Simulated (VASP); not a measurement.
# Sr (P6_3/mmc) in VASP: a series of runs, part 2 of 2

VASP 6.6.1.

**3. Single point, PBEsol (strain +0.030 along x and y, -0.030 along z)**

Contents of INCAR:

```
PREC = Accurate
ENCUT = 520
EDIFF = 1E-6
ISMEAR = 0
SIGMA = 0.15
LREAL = F
LASPH = T
NELM = 80
ALGO = Fast
ISIF = 2
LWAVE = F
LCHARG = F
GGA = PS
NBANDS = 17
```

Contents of KPOINTS:

```
Automatic mesh
0
Gamma
  15 15 8
```

Contents of POSCAR:

```
Sr
1.0
    4.4393002273      0.0000000000      0.0000000000
   -2.2196501137      3.8445467718      0.0000000000
    0.0000000000      0.0000000000      6.8385000000
Sr
2
Direct
    0.3333333333      0.6666666667      0.2500000000
    0.6666666667      0.3333333333      0.7500000000
```

Potentials or basis: VASP PAW PBE potentials, release 64 (Sr_sv).

On the command line:

```sh
$ cat potpaw_PBE.64/Sr_sv/POTCAR > POTCAR
$ mpirun -np 1 vasp_std > vasp.out
```

OUTCAR:

```text
PREC = Accurate
   ENCUT = 520
   EDIFF = 1E-6
   ISMEAR = 0
   LREAL = F
   LASPH = T
   NELM = 80
   ISIF = 2
   GGA = PS

 ion  position               nearest neighbor table
   1  0.333  0.667  0.250-   2 4.27   2 4.27   2 4.27   2 4.27   2 4.27   2 4.27
   2  0.667  0.333  0.750-   1 4.27   1 4.27   1 4.27   1 4.27   1 4.27   1 4.27

  LATTYP: Found a hexagonal cell.
 ALAT       =     4.4393002273
 C/A-ratio  =     1.5404454869

  Lattice vectors:

 A1 = (   4.4393002273,   0.0000000000,   0.0000000000)
 A2 = (  -2.2196501137,   3.8445467718,   0.0000000000)
 A3 = (   0.0000000000,   0.0000000000,   6.8385000000)

Analysis of symmetry for initial positions (statically):
=====================================================================
 Subroutine PRICEL returns:
 Original cell was already a primitive cell.

 Routine SETGRP: Setting up the symmetry group for a
 hexagonal supercell.

 Subroutine GETGRP returns: Found 24 space group operations
[... 158 lines left out ...]

 number of electron      20.0000000 magnetization

 Free energy of the ion-electron system (eV)
  ---------------------------------------------------
  ext. energy  EPLUGINS =         0.00000000
  ---------------------------------------------------
  free energy    TOTEN  =        -3.62461250 eV

  energy without entropy =       -3.59680348  energy(sigma->0) =       -3.61070799

 E-fermi :   1.3302     XC(G=0):  -7.2494

 val. band max:        1.3119877233   @ k =   0.3333   0.2667   0.0000
 cond. band min:       1.3472665419   @ k =   0.3333   0.2667   0.1250
 fundamental gap:      0.0352788186
 Fermi energy:         1.3302181965

 k-point     1 :       0.0000    0.0000    0.0000
  band No.  band energies     occupation
      1     -35.3521      2.00000
      2     -35.3384      2.00000
      3     -17.4407      2.00000
      4     -17.2944      2.00000
      5     -17.2944      2.00000
      6     -17.2636      2.00000
[... 457 lines left out ...]
      4     -17.3536      2.00000
      5     -17.3534      2.00000
      6     -17.3430      2.00000
[... 9 lines left out ...]
     16       4.6487      0.00000
     17       5.4874      0.00000

 [... further k-points ...]
[... 5 lines left out ...]
  --------------------------------------------------------------------------------------
  -------------------------------------------------------------------------------------
  Total       -1.0266023     -1.0266023     -0.2747949      0.0000000      0.0000000      0.0000000
  in kB      -14.0926379    -14.0926379     -3.7722355      0.0000000      0.0000000      0.0000000
  external PRESSURE =     -10.6525038 kB  Pullay stress =       0.0000000 kB

 VOLUME and BASIS-vectors are now :
 -----------------------------------------------------------------------------
  energy-cutoff  :      520.00
  volume of cell :      116.71
      direct lattice vectors                 reciprocal lattice vectors
     4.439300227  0.000000000  0.000000000     0.225260728  0.130054342  0.000000000
    -2.219650114  3.844546772  0.000000000     0.000000000  0.260108684  0.000000000
     0.000000000  0.000000000  6.838500000     0.000000000  0.000000000  0.146230899

 POSITION                                       TOTAL-FORCE (eV/Angst)
 -----------------------------------------------------------------------------------
     -0.00000      2.56303      1.70962         0.000000     -0.000000      0.000000
      2.21965      1.28152      5.12887        -0.000000      0.000000      0.000000
 -----------------------------------------------------------------------------------
    total drift:                                0.000000     -0.000000      0.000000

  FREE ENERGIE OF THE ION-ELECTRON SYSTEM (eV)
  ---------------------------------------------------
  free  energy   TOTEN  =        -3.6246124999 eV

  energy  without entropy=       -3.5968034793  energy(sigma->0) =       -3.61070799
```

OSZICAR:

```text
N       E                     dE             d eps       ncg     rms          rms(c)
DAV:   1     0.106885422555E+03    0.10689E+03   -0.92490E+03  4598   0.977E+02
DAV:   2     0.491054000157E+01   -0.10197E+03   -0.10049E+03  5909   0.226E+02
DAV:   3    -0.340347449826E+01   -0.83140E+01   -0.82909E+01  8334   0.463E+01
DAV:   4    -0.362120073863E+01   -0.21773E+00   -0.21755E+00  6321   0.661E+00
DAV:   5    -0.362540165570E+01   -0.42009E-02   -0.42006E-02  7422   0.773E-01    0.159E+01
RMM:   6    -0.362446069896E+01    0.94096E-03   -0.11987E-02  4930   0.118E+00    0.899E+00
RMM:   7    -0.362410263352E+01    0.35807E-03   -0.24204E-02  5129   0.170E+00    0.384E-01
RMM:   8    -0.362440936837E+01   -0.30673E-03   -0.59910E-03  6122   0.471E-01    0.861E-02
RMM:   9    -0.362455468641E+01   -0.14532E-03   -0.11670E-03  7529   0.138E-01    0.835E-02
RMM:  10    -0.362459873652E+01   -0.44050E-04   -0.31172E-04  7184   0.787E-02    0.138E-01
RMM:  11    -0.362460817170E+01   -0.94352E-05   -0.12528E-04  7243   0.481E-02    0.184E-02
RMM:  12    -0.362461067720E+01   -0.25055E-05   -0.25886E-05  6518   0.187E-02    0.365E-03
RMM:  13    -0.362461214457E+01   -0.14674E-05   -0.13940E-05  5916   0.115E-02    0.104E-03
RMM:  14    -0.362461249986E+01   -0.35529E-06   -0.43373E-06  5103   0.640E-03
   1 F= -.36246125E+01 E0= -.36107080E+01  d E =-.278090E-01
```

stdout:

```text
POSCAR found type information on POSCAR Sr
 POSCAR found :  1 types and       2 ions
 scaLAPACK will be used
 -----------------------------------------------------------------------------
|                                                                             |
|                                                                             |
|     You enforced a specific xc type in the INCAR file but a different       |
|     I HOPE YOU KNOW WHAT YOU ARE DOING!                                     |
|                                                                             |
 -----------------------------------------------------------------------------

 LDA part: xc-table for (Slater+PW92), standard interpolation
 POSCAR, INCAR and KPOINTS ok, starting setup
 FFT: planning ... GRIDC
 FFT: planning ... GRID_SOFT
 FFT: planning ... GRID
 WAVECAR not read
 entering main loop
WARNING in EDDRMM: call to ZHEGV failed, returncode =   8  4     16
WARNING in EDDRMM: call to ZHEGV failed, returncode =   6  3     10
WARNING in EDDRMM: call to ZHEGV failed, returncode =   8  4     11
WARNING in EDDRMM: call to ZHEGV failed, returncode =   8  4     11
WARNING in EDDRMM: call to ZHEGV failed, returncode =   6  3     14
WARNING in EDDRMM: call to ZHEGV failed, returncode =   6  3     14
WARNING in EDDRMM: call to ZHEGV failed, returncode =   8  4     15
WARNING in EDDRMM: call to ZHEGV failed, returncode =   8  4     13
```

Wall time 6.2 min (1 thread of Oxide Virtual Turin-like, shared host); peak memory 0.36 GiB.

What came out:

* Free energy: -3.6246 eV
* Pressure: -1.1 GPa
* Band gap on the k mesh: zero (band 10 reaches 1.48 eV, above the bottom of band 11 at 1.14 eV)

Levels at points of the mesh, in eV from the Fermi level:
| k point | band 6 | band 7 | band 8 | band 9 | band 10 | band 11 | band 12 | band 13 | band 14 | band 15 |
| --- | --- | --- | --- | --- | --- | --- | --- | --- | --- | --- |
| (0.00, 0.00, 0.00) | -18.59 | -18.59 | -18.59 | -3.60 | -0.98 | 0.20 | 2.13 | 2.13 | 2.48 | 2.58 |
| (0.00, 0.00, 0.50) | -18.61 | -18.61 | -18.61 | -2.62 | -2.62 | 1.41 | 1.41 | 2.07 | 2.07 | 2.07 |

Caveat: the cell differs from its parent crystal (strain +0.030 along x and y, -0.030 along z); the PAW data sets were made with another functional, which shifts forces and pressure a little.

**4. Single point, PBEsol (strain +0.015 along x and y, +0.000 along z)**

Contents of INCAR:

```
SYSTEM = Sr
PREC = Accurate
ENCUT = 520
EDIFF = 1E-6
ISMEAR = 0
SIGMA = 0.15
LREAL = .FALSE.
LASPH = .TRUE.
NELM = 60
ALGO = Fast
ISIF = 2
LWAVE = .FALSE.
LCHARG = .FALSE.
GGA = PS
NBANDS = 17
```

Contents of KPOINTS:

```
Automatic mesh
0
G
  15 15 8
  0 0 0
```

Contents of POSCAR:

```
Sr
1.0
    4.3746502240      0.0000000000      0.0000000000
   -2.1873251120      3.7885582266      0.0000000000
    0.0000000000      0.0000000000      7.0500000000
Sr
2
Direct
    0.3333333333      0.6666666667      0.2500000000
    0.6666666667      0.3333333333      0.7500000000
```

On the command line:

```sh
$ cat potpaw_PBE.64/Sr_sv/POTCAR > POTCAR
$ mpirun -np 1 vasp_std > vasp.out
```

Wall time 7 min (1 thread of Oxide Virtual Turin-like, shared host); peak memory 0.36 GiB.

It converged, with:

```yaml
Free_energy: -3.6383 eV
Pressure: -1.1 GPa
Band_gap_on_the_k_mesh: zero (band 10 reaches 1.47 eV, above the bottom of band 11 at 1.18 eV)
```

Stress tensor (GPa, compression positive):
```
-1.21  0.00  0.00
 0.00 -1.21  0.00
 0.00  0.00 -0.91
```

Levels at points of the mesh, in eV from the Fermi level:
| k point | band 6 | band 7 | band 8 | band 9 | band 10 | band 11 | band 12 | band 13 | band 14 | band 15 |
| --- | --- | --- | --- | --- | --- | --- | --- | --- | --- | --- |
| (0.00, 0.00, 0.00) | -18.59 | -18.59 | -18.59 | -3.59 | -1.10 | 0.03 | 2.19 | 2.19 | 2.28 | 2.59 |
| (0.00, 0.00, 0.50) | -18.60 | -18.60 | -18.60 | -2.68 | -2.68 | 1.27 | 1.27 | 2.18 | 2.18 | 2.18 |

Caveat: the cell differs from its parent crystal (strain +0.015 along x and y, +0.000 along z); the PAW data sets were made with another functional, which shifts forces and pressure a little.

**5. The runs side by side**

```csv
cell,gap on the mesh (eV),pressure (GPa)
"a = 4.310, b = 4.310, c = 7.261 Å, angles 90.0, 90.0, 120.0°, 2 atoms",none,-1.1
"a = 4.439, b = 4.439, c = 6.838 Å, angles 90.0, 90.0, 120.0°, 2 atoms",none,-1.1
"a = 4.375, b = 4.375, c = 7.050 Å, angles 90.0, 90.0, 120.0°, 2 atoms",none,-1.1
```

Alike in all rows: task single point; level PBEsol; potentials or basis VASP PAW PBE potentials, release 64 (Sr_sv); no spin polarisation; k mesh 15 × 15 × 8; cutoff (eV) 520; smearing gaussian 0.15 eV.

Caveats: the PAW data sets were made with another functional, which shifts forces and pressure a little.

Absolute energies hang on the potentials; compare differences alone.
